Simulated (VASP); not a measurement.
# Ti (P6/mmm) in VASP: further runs

The runs below take Ti through single point, with r2SCAN.

Program: VASP 6.6.1. These are calculated values, not measurements. Logs are shortened: lines on timing, memory, paths and dates and some standing lists are left out, and cuts for length are marked.

**1. The cell of the first run**

Symmetry: P6/mmm, No. 191, hexagonal system. The conventional cell has a = 4.568 Å, b = 4.568 Å, c = 2.824 Å, α = 90.00°, β = 90.00°, γ = 120.00°. Ti (site symmetry 6/mmm) has 14 Ti at 2.82 to 2.99 Å within 3.7 Å. Ti (site symmetry -6m2) has 11 Ti at 2.64 to 2.99 Å within 3.5 Å.

**2. Single point, r2SCAN**

POSCAR reads:

```
Ti
1.0
    4.5682232117      0.0000000000      0.0000000000
   -2.2841116058      3.9561973515      0.0000000000
    0.0000000000      0.0000000000      2.8243702435
Ti
3
Direct
    0.0000000000      0.0000000000      0.0000000000
    0.3333333333      0.6666666667      0.5000000000
    0.6666666667      0.3333333333      0.5000000000
```

INCAR.step1 reads:

```
PREC = Accurate
ENCUT = 520
ISMEAR = 0
SIGMA = 0.1
LREAL = False
LASPH = True
NELM = 100
NBANDS = 25
GGA = PE
ALGO = Normal
EDIFF = 1E-4
LWAVE = True
LCHARG = False
```

INCAR.step2 reads:

```
PREC = Accurate
ENCUT = 520
EDIFF = 1E-7
ISMEAR = 0
SIGMA = 0.1
LREAL = False
LASPH = True
NELM = 100
ALGO = Normal
ISIF = 2
LWAVE = False
LCHARG = False
METAGGA = R2SCAN
LMIXTAU = True
NBANDS = 25
ISTART = 1
```

KPOINTS reads:

```
Automatic mesh
0
Gamma
  12 12 16
```

Potentials or basis: VASP PAW PBE potentials, release 64 (Ti_sv).

Run with:

```sh
$ cat potpaw_PBE.64/Ti_sv/POTCAR > POTCAR
$ cp INCAR.step1 INCAR
$ mpirun -np 1 vasp_std > vasp.out
$ cp INCAR.step2 INCAR
$ mpirun -np 1 vasp_std > vasp.out
```

OUTCAR:

```text
PREC = Accurate
   ENCUT = 520
   EDIFF = 1E-7
   ISMEAR = 0
   LREAL = False
   LASPH = True
   NELM = 100
   ISIF = 2
   METAGGA = R2SCAN
   ISTART = 1

 ion  position               nearest neighbor table
   1  0.000  0.000  0.000-
   2  0.333  0.667  0.500-   3 2.64   3 2.64   3 2.64
   3  0.667  0.333  0.500-   2 2.64   2 2.64   2 2.64

  LATTYP: Found a hexagonal cell.
 ALAT       =     4.5682232117
 C/A-ratio  =     0.6182645008

  Lattice vectors:

 A1 = (   4.5682232117,   0.0000000000,   0.0000000000)
 A2 = (  -2.2841116058,   3.9561973515,   0.0000000000)
 A3 = (   0.0000000000,   0.0000000000,   2.8243702435)

Analysis of symmetry for initial positions (statically):
=====================================================================
 Subroutine PRICEL returns:
 Original cell was already a primitive cell.

 Routine SETGRP: Setting up the symmetry group for a
 hexagonal supercell.

 Subroutine GETGRP returns: Found 24 space group operations
 (whereof 24 operations were pure point group operations)
 out of a pool of 24 trial point group operations.

The static configuration has the point symmetry D_6h.

Analysis of symmetry for dynamics (positions and initial velocities):
=====================================================================
 Subroutine PRICEL returns:
 Original cell was already a primitive cell.

 Routine SETGRP: Setting up the symmetry group for a
 hexagonal supercell.

 Subroutine GETGRP returns: Found 24 space group operations
 (whereof 24 operations were pure point group operations)
 out of a pool of 24 trial point group operations.

The dynamic configuration has the point symmetry D_6h.

 Subroutine INISYM returns: Found 24 space group operations
 (whereof 24 operations are pure point group operations),
 and found     1 'primitive' translations

----------------------------------------------------------------------------------------

                                     Primitive cell

  volume of cell :      51.0443

  direct lattice vectors                    reciprocal lattice vectors
     4.568223212  0.000000000  0.000000000     0.218903489  0.126383988  0.000000000
    -2.284111606  3.956197352  0.000000000     0.000000000  0.252767977  0.000000000
     0.000000000  0.000000000  2.824370244     0.000000000  0.000000000  0.354061229

  length of vectors
     4.568223212  4.568223212  2.824370244     0.252767977  0.252767977  0.354061229

  position of ions in fractional coordinates (direct lattice)
     0.000000000  0.000000000  0.000000000
     0.333333333  0.666666667  0.500000000
     0.666666667  0.333333333  0.500000000

  ion indices of the primitive-cell ions
   primitive index   ion index
                 1           1
                 2           2
                 3           3

----------------------------------------------------------------------------------------

 KPOINTS: Automatic mesh

Automatic generation of k-mesh.
 Grid dimensions read from file:
 generate k-points for:   12   12   16

 Generating k-lattice:

  Cartesian coordinates                     Fractional coordinates (reciprocal lattice)
     0.018241957  0.010531999  0.000000000     0.083333333  0.000000000  0.000000000
     0.000000000  0.021063998  0.000000000     0.000000000  0.083333333  0.000000000
     0.000000000  0.000000000  0.022128827     0.000000000  0.000000000  0.062500000

  Length of vectors
     0.021063998  0.021063998  0.022128827

  Shift w.r.t. Gamma in fractional coordinates (k-lattice)
     0.000000000  0.000000000  0.000000000

 Subroutine IBZKPT returns following result:
 ===========================================

 Found    171 irreducible k-points:

 Following reciprocal coordinates:
            Coordinates               Weight
  0.000000  0.000000  0.000000      1.000000
  0.083333  0.000000  0.000000      6.000000
  0.166667  0.000000  0.000000      6.000000
  0.250000  0.000000  0.000000      6.000000
  0.333333  0.000000  0.000000      6.000000
  0.416667  0.000000  0.000000      6.000000
[... 16 lines left out ...]
  0.250000  0.000000  0.062500     12.000000
  0.333333  0.000000  0.062500     12.000000
 [... further k-points ...]
   k-points           NKPTS =    171   k-points in BZ     NKDIM =    171   number of bands    NBANDS=     25
   number of dos      NEDOS =    301   number of ions     NIONS =      3
   total plane-waves  NPLWV =  31104
   dimension x,y,z NGX =    36 NGY =   36 NGZ =   24
   dimension x,y,z NGXF=    72 NGYF=   72 NGZF=   48
   ions per type =               3
   NGX,Y,Z   is equivalent  to a cutoff of  13.10, 13.10, 14.13 a.u.
   NGXF,Y,Z  is equivalent  to a cutoff of  26.20, 26.20, 28.25 a.u.
 SYSTEM =  unknown system
   PREC   = accura    normal or accurate (medium, high low for compatibility)
   ISTART =      1    job   : 0-new  1-cont  2-samecut
   ICHARG =      0    charge: 1-file 2-atom 10-const
   ISPIN  =      1    spin polarized calculation?
   LNONCOLLINEAR =      F non collinear calculations
   LSORBIT =      F    spin-orbit coupling
   LASPH  =      T    aspherical Exc in radial PAW
   ENCUT  =  520.0 eV  38.22 Ry    6.18 a.u.   8.49  8.49  5.25*2*pi/ulx,y,z
   NELM   =    100;   NELMIN=  2; NELMDL=  0     # of ELM steps
   EDIFF  = 0.1E-06   stopping-criterion for ELM
   LREAL  =      F    real-space projection
   EDIFFG = 0.1E-05   stopping-criterion for IOM
   NSW    =      0    number of steps for IOM
   IBRION =     -1    ionic relax: 0-MD 1-quasi-New 2-CG
   NFREE  =      0    steps in history (QN), initial steepest desc. (CG)
   ISIF   =      2    stress and relaxation
   ISYM   =      2    0-nonsym 1-usesym 2-fastsym
   POTIM  = 0.5000    time-step for ionic-motion
   TEBEG  =    0.0;   TEEND  =   0.0 temperature during run
   PSTRESS=    0.0 pullay stress
   NELECT =      36.0000    total number of electrons
   NUPDOWN=      -1.0000    fix difference up-down
   EMIN   =  10.00;   EMAX   =-10.00  energy-range for DOS
   EFERMI =   0.00;   METHOD = LEGACY
   ISMEAR =     0;   SIGMA  =   0.10  broadening in eV -4-tet -1-fermi 0-gaus
   EFERMI_NEDOS =   21; number of points for ismear=-14 and -15
   IALGO  =     38    algorithm
   IMIX   =      4    mixing-type and parameters
     AMIX     =   0.40;   BMIX     =  1.00
     AMIX_MAG =   1.60;   BMIX_MAG =  1.00
  volume/ion in A,a.u.               =      17.01       114.82
  Fermi-wavevector in a.u.,A,eV,Ry     =   1.457225  2.753757 28.892047  2.123506
  Thomas-Fermi vector in A             =   2.574052
   LORBIT       =      0    0 simple, 1 ext, 2 COOP (PROOUT), +10 PAW based schemes
   METAGGA = R2SCAN    functional components
   LHFCALC =     F    Hartree Fock is set to
   AEXX    =    0.0000 exact exchange contribution
   IVDW    =     0    specifies the selected vdW correction
   LEPSILON=     F    determine dielectric tensor
   LRPA    =     F    only Hartree local field effects (RPA)
 non-spin polarized calculation
 Gauss-broadening in eV      SIGMA  =   0.10
  energy-cutoff  :      520.00
  volume of cell :       51.04
 maximum number of plane-waves:      1402
 NGX is ok and might be reduce to    36
   NGX = 17   NGY = 17   NGZ = 11

 number of electron      35.9999989 magnetization

 Free energy of the ion-electron system (eV)
  ---------------------------------------------------
  ext. energy  EPLUGINS =         0.00000000
  ---------------------------------------------------
  free energy    TOTEN  =       -38.90420875 eV

  energy without entropy =      -38.89285284  energy(sigma->0) =      -38.89853079

 E-fermi :   8.5083     XC(G=0): -12.5052

 val. band max:        8.5052309247   @ k =   0.4167   0.0833   0.1250
 cond. band min:       8.5084995542   @ k =   0.4167   0.0000   0.1250
 fundamental gap:      0.0032686295
 Fermi energy:         8.5083265736

 k-point     1 :       0.0000    0.0000    0.0000
  band No.  band energies     occupation
      1     -50.7486      2.00000
      2     -50.4972      2.00000
      3     -50.3292      2.00000
      4     -26.0159      2.00000
      5     -26.0159      2.00000
      6     -25.9423      2.00000
[... 17 lines left out ...]
     24      10.4645      0.00000
     25      10.6009      0.00000

 k-point     2 :       0.0833    0.0000    0.0000
  band No.  band energies     occupation
      1     -50.7474      2.00000
      2     -50.4956      2.00000
      3     -50.3321      2.00000
      4     -26.0490      2.00000
      5     -26.0430      2.00000
      6     -25.9086      2.00000
[... 17 lines left out ...]
     24      10.3078      0.00000
     25      10.8045      0.00000

 k-point     3 :       0.1667    0.0000    0.0000
  band No.  band energies     occupation
      1     -50.7443      2.00000
      2     -50.4907      2.00000
      3     -50.3403      2.00000
      4     -26.0992      2.00000
      5     -26.0696      2.00000
      6     -25.8565      2.00000
[... 17 lines left out ...]
     24      10.1860      0.00000
     25      11.0597      0.00000

 k-point     4 :       0.2500    0.0000    0.0000
  band No.  band energies     occupation
      1     -50.7401      2.00000
      2     -50.4825      2.00000
      3     -50.3531      2.00000
      4     -26.1443      2.00000
      5     -26.0721      2.00000
      6     -25.8087      2.00000
[... 17 lines left out ...]
     24      10.4490      0.00000
     25      11.3187      0.00000
[... 477 lines left out ...]
 k-point    22 :       0.1667    0.0000    0.0625
  band No.  band energies     occupation
      1     -50.7416      2.00000
      2     -50.4889      2.00000
      3     -50.3382      2.00000
      4     -26.0939      2.00000
      5     -26.0652      2.00000
      6     -25.8556      2.00000
[... 17 lines left out ...]
     24      10.2221      0.00000
     25      11.1146      0.00000

 k-point    23 :       0.2500    0.0000    0.0625
  band No.  band energies     occupation
      1     -50.7376      2.00000
      2     -50.4805      2.00000
      3     -50.3510      2.00000
      4     -26.1384      2.00000
      5     -26.0682      2.00000
      6     -25.8089      2.00000
[... 17 lines left out ...]
     24      10.4345      0.00000
     25      11.3871      0.00000

 k-point    24 :       0.3333    0.0000    0.0625
  band No.  band energies     occupation
      1     -50.7337      2.00000
      2     -50.4693      2.00000
      3     -50.3665      2.00000
      4     -26.1730      2.00000
      5     -26.0462      2.00000
      6     -25.7722      2.00000
[... 17 lines left out ...]
     24      10.7575      0.00000
     25      11.3349      0.00000

 [... further k-points ...]
[... 5 lines left out ...]
  --------------------------------------------------------------------------------------
  -------------------------------------------------------------------------------------
  Total        0.1497735      0.1497735      0.1255928      0.0000000      0.0000000     -0.0000000
  in kB        4.7010921      4.7010921      3.9421068      0.0000000      0.0000000     -0.0000000
  external PRESSURE =       4.4480970 kB  Pullay stress =       0.0000000 kB

 VOLUME and BASIS-vectors are now :
 -----------------------------------------------------------------------------
  energy-cutoff  :      520.00
  volume of cell :       51.04
      direct lattice vectors                 reciprocal lattice vectors
     4.568223212  0.000000000  0.000000000     0.218903489  0.126383988  0.000000000
    -2.284111606  3.956197352  0.000000000     0.000000000  0.252767977  0.000000000
     0.000000000  0.000000000  2.824370244     0.000000000  0.000000000  0.354061229

 POSITION                                       TOTAL-FORCE (eV/Angst)
 -----------------------------------------------------------------------------------
      0.00000      0.00000      0.00000         0.000000      0.000000      0.000000
     -0.00000      2.63746      1.41219         0.000000     -0.000000     -0.000000
      2.28411      1.31873      1.41219        -0.000000      0.000000      0.000000
 -----------------------------------------------------------------------------------
    total drift:                                0.000000      0.000000     -0.000000

  FREE ENERGIE OF THE ION-ELECTRON SYSTEM (eV)
  ---------------------------------------------------
  free  energy   TOTEN  =       -38.9042087491 eV

  energy  without entropy=      -38.8928528365  energy(sigma->0) =      -38.89853079
```

Run time: 13 min. Hardware: 1 thread of AMD EPYC 9R45 (Zen 5), shared host; peak memory 0.27 GiB.

What came out:

```
Free energy            : -38.9042 eV
Pressure               : 0.4 GPa
Band gap on the k mesh : zero (band 18 reaches 8.72 eV, above the bottom of band 19 at 8.43 eV)
```

Caveat: the PAW data sets were made with another functional, which shifts forces and pressure a little.

**3. Single point, r2SCAN**

POSCAR reads:

```
Ti
1.0
    4.5673748306      0.0000000000      0.0000000000
   -2.2836874153      3.9554626319      0.0000000000
    0.0000000000      0.0000000000      2.8262442700
Ti
3
Direct
    0.0000000000      0.0000000000      0.0000000000
    0.3333333300      0.6666666700      0.5000000000
    0.6666666700      0.3333333300      0.5000000000
```

INCAR.step1 reads:

```
SYSTEM = Ti
ALGO     = Normal         ! electronic algorithm
EDIFF    = 1E-4           ! SCF threshold, eV
ENCUT    = 520            ! plane-wave cutoff, eV
GGA      = PE             ! functional
ISMEAR   = 0              ! smearing method
LASPH    = .TRUE.         ! aspherical terms in the spheres
LCHARG   = .FALSE.        ! write CHGCAR
LREAL    = .FALSE.        ! projectors in reciprocal space
LWAVE    = .TRUE.         ! write WAVECAR
NBANDS   = 25             ! bands
NELM     = 100            ! most SCF steps
PREC     = Accurate       ! precision mode
SIGMA    = 0.1            ! smearing width, eV
```

INCAR.step2 reads:

```
SYSTEM = Ti
ALGO     = Normal         ! electronic algorithm
EDIFF    = 1E-6           ! SCF threshold, eV
ENCUT    = 520            ! plane-wave cutoff, eV
ISIF     = 2              ! what is computed and relaxed
ISMEAR   = 0              ! smearing method
ISTART   = 1            
LASPH    = .TRUE.         ! aspherical terms in the spheres
LCHARG   = .FALSE.        ! write CHGCAR
LMIXTAU  = .TRUE.       
LREAL    = .FALSE.        ! projectors in reciprocal space
LWAVE    = .FALSE.        ! write WAVECAR
METAGGA  = R2SCAN         ! meta-GGA
NBANDS   = 25             ! bands
NELM     = 100            ! most SCF steps
PREC     = Accurate       ! precision mode
SIGMA    = 0.1            ! smearing width, eV
```

KPOINTS reads:

```
k-points
0
G
  6 6 6
  0 0 0
```

Potentials or basis: VASP PAW PBE potentials, release 64 (Ti_sv).

Run with:

```sh
$ cat potpaw_PBE.64/Ti_sv/POTCAR > POTCAR
$ cp INCAR.step1 INCAR
$ mpirun -np 1 vasp_std > vasp.out
$ cp INCAR.step2 INCAR
$ mpirun -np 1 vasp_std > vasp.out
```

OUTCAR:

```text
SYSTEM = Ti
   EDIFF = 1E-6
   ENCUT = 520
   ISIF = 2
   ISMEAR = 0
   ISTART = 1
   LASPH = .TRUE.
   LREAL = .FALSE.
   METAGGA = R2SCAN
   NELM = 100
   PREC = Accurate

 ion  position               nearest neighbor table
   1  0.000  0.000  0.000-
   2  0.333  0.667  0.500-   3 2.64   3 2.64   3 2.64
   3  0.667  0.333  0.500-   2 2.64   2 2.64   2 2.64

  LATTYP: Found a hexagonal cell.
 ALAT       =     4.5673748306
 C/A-ratio  =     0.6187896494

  Lattice vectors:

 A1 = (   4.5673748306,   0.0000000000,   0.0000000000)
 A2 = (  -2.2836874153,   3.9554626319,   0.0000000000)
 A3 = (   0.0000000000,   0.0000000000,   2.8262442700)

Analysis of symmetry for initial positions (statically):
=====================================================================
 Subroutine PRICEL returns:
 Original cell was already a primitive cell.

 Routine SETGRP: Setting up the symmetry group for a
 hexagonal supercell.

[... 157 lines left out ...]
   NGX = 17   NGY = 17   NGZ = 11

 number of electron      35.9999989 magnetization

 Free energy of the ion-electron system (eV)
  ---------------------------------------------------
  ext. energy  EPLUGINS =         0.00000000
  ---------------------------------------------------
  free energy    TOTEN  =       -38.91322407 eV

  energy without entropy =      -38.90033668  energy(sigma->0) =      -38.90678037

 E-fermi :   8.5007     XC(G=0): -12.5042

 val. band max:        8.4876406879   @ k =   0.3333   0.1667   0.0000
 cond. band min:       8.5290271544   @ k =   0.0000   0.0000   0.0000
 fundamental gap:      0.0413864665
 Fermi energy:         8.5006939462

 k-point     1 :       0.0000    0.0000    0.0000
  band No.  band energies     occupation
      1     -50.7562      2.00000
      2     -50.5090      2.00000
      3     -50.3412      2.00000
      4     -26.0230      2.00000
      5     -26.0230      2.00000
      6     -25.9530      2.00000
[... 661 lines left out ...]
     24      11.7216      0.00000
     25      11.7946      0.00000

 [... further k-points ...]
[... 5 lines left out ...]
  --------------------------------------------------------------------------------------
  -------------------------------------------------------------------------------------
  Total        0.1486085      0.1486085      0.0733294      0.0000000      0.0000000     -0.0000000
  in kB        4.6631617      4.6631617      2.3009912      0.0000000      0.0000000     -0.0000000
  external PRESSURE =       3.8757715 kB  Pullay stress =       0.0000000 kB

 VOLUME and BASIS-vectors are now :
 -----------------------------------------------------------------------------
  energy-cutoff  :      520.00
  volume of cell :       51.06
      direct lattice vectors                 reciprocal lattice vectors
     4.567374831  0.000000000  0.000000000     0.218944150  0.126407464  0.000000000
    -2.283687415  3.955462632  0.000000000     0.000000000  0.252814928  0.000000000
     0.000000000  0.000000000  2.826244270     0.000000000  0.000000000  0.353826458

 POSITION                                       TOTAL-FORCE (eV/Angst)
 -----------------------------------------------------------------------------------
      0.00000      0.00000      0.00000         0.000000      0.000000      0.000000
     -0.00000      2.63698      1.41312        -0.000000      0.000000      0.000000
      2.28369      1.31849      1.41312         0.000000     -0.000000      0.000000
 -----------------------------------------------------------------------------------
    total drift:                               -0.000000      0.000000      0.000000

  FREE ENERGIE OF THE ION-ELECTRON SYSTEM (eV)
  ---------------------------------------------------
  free  energy   TOTEN  =       -38.9132240678 eV

  energy  without entropy=      -38.9003366820  energy(sigma->0) =      -38.90678037
```

OSZICAR.step1:

```text
N       E                     dE             d eps       ncg     rms          rms(c)
DAV:   1     0.433331847323E+03    0.43333E+03   -0.18736E+04  1400   0.178E+03
DAV:   2     0.233851513747E+02   -0.40995E+03   -0.40344E+03  1411   0.518E+02
DAV:   3    -0.230173266818E+02   -0.46402E+02   -0.45346E+02  2593   0.149E+02
DAV:   4    -0.264819011741E+02   -0.34646E+01   -0.34456E+01  1917   0.379E+01
DAV:   5    -0.266758652319E+02   -0.19396E+00   -0.19391E+00  2228   0.734E+00    0.150E+01
DAV:   6    -0.235248900280E+02    0.31510E+01   -0.11458E+01  1766   0.321E+01    0.376E+00
DAV:   7    -0.234993043932E+02    0.25586E-01   -0.12652E+00  2116   0.758E+00    0.242E+00
DAV:   8    -0.235422919307E+02   -0.42988E-01   -0.33940E-01  1912   0.583E+00    0.889E-01
DAV:   9    -0.235411251975E+02    0.11667E-02   -0.13530E-01  2048   0.347E+00    0.846E-01
DAV:  10    -0.235301435314E+02    0.10982E-01   -0.63218E-02  1986   0.285E+00    0.141E-01
DAV:  11    -0.235304548430E+02   -0.31131E-03   -0.36962E-03  1859   0.576E-01    0.127E-01
DAV:  12    -0.235304940748E+02   -0.39232E-04   -0.38875E-04  1606   0.184E-01
   1 F= -.23530494E+02 E0= -.23523227E+02  d E =-.145340E-01
```

Run time: 94 s. Hardware: 1 thread of AMD EPYC 9R45 (Zen 5), shared host; peak memory 0.15 GiB.

What came out:

| Property | Result |
| --- | --- |
| Free energy | -38.9132 eV |
| Pressure | 0.4 GPa |
| Band gap on the k mesh | zero (band 18 reaches 8.67 eV, above the bottom of band 19 at 8.43 eV) |

Stress tensor (GPa, compression positive):
```
0.47 0.00 0.00
0.00 0.47 0.00
0.00 0.00 0.23
```

Caveat: the k points lie up to 0.37 Å⁻¹ apart; the PAW data sets were made with another functional, which shifts forces and pressure a little.
